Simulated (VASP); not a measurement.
Input of a VASP 6.6.1 run:

File INCAR:

```
SYSTEM = Ni2N
PREC     = Accurate       ! precision mode
ENCUT    = 600            ! plane-wave cutoff, eV
EDIFF    = 1E-7           ! SCF threshold, eV
ISMEAR   = 0              ! smearing method
SIGMA    = 0.1            ! smearing width, eV
LREAL    = .FALSE.        ! projectors in reciprocal space
LASPH    = .TRUE.         ! aspherical terms in the spheres
NELM     = 100            ! most SCF steps
ALGO     = Normal         ! electronic algorithm
ISIF     = 3              ! what is computed and relaxed
LWAVE    = .FALSE.        ! write WAVECAR
LCHARG   = .FALSE.        ! write CHGCAR
GGA      = PE             ! functional
IBRION   = 2              ! ionic algorithm
NSW      = 90             ! ionic steps
EDIFFG   = -0.04          ! ionic threshold
```

The input KPOINTS:

```
regular mesh
0
G
  6 6 6
  0 0 0
```

Contents of POSCAR:

```
Ni2N
1.0
    3.5796223286      0.0000000000      0.0000000000
    0.0000000000      3.5796223286      0.0000000000
    0.0000000000      0.0000000000      2.7492573581
Ni N
2 1
Direct
    0.5000000000      0.0000000000      0.0000000000
    0.0000000000      0.5000000000      0.0000000000
    0.5000000000      0.5000000000      0.0000000000
```

Potentials or basis: VASP PAW PBE potentials, release 64 (Ni, N).

Command:

```console
$ cat potpaw_PBE.64/Ni/POTCAR potpaw_PBE.64/N/POTCAR > POTCAR
$ mpirun -np 1 vasp_std > vasp.out
```

Task: Predict the band gap on the k mesh.

Result: Zero (an odd number of electrons rules out a gap without spin polarisation).

Stress tensor (GPa, compression positive):
```
 0.20  0.00  0.00
 0.00  0.20  0.00
 0.00  0.00 -0.07
```

Caveat: the k points lie up to 0.38 Å⁻¹ apart in the final cell, too coarse for converged energies and pressures of a metal; the run has no spin polarisation, though such a crystal can be magnetic. With open d or f shells a metallic result of PBE can be an artefact of self-interaction; +U or a hybrid may open a gap.
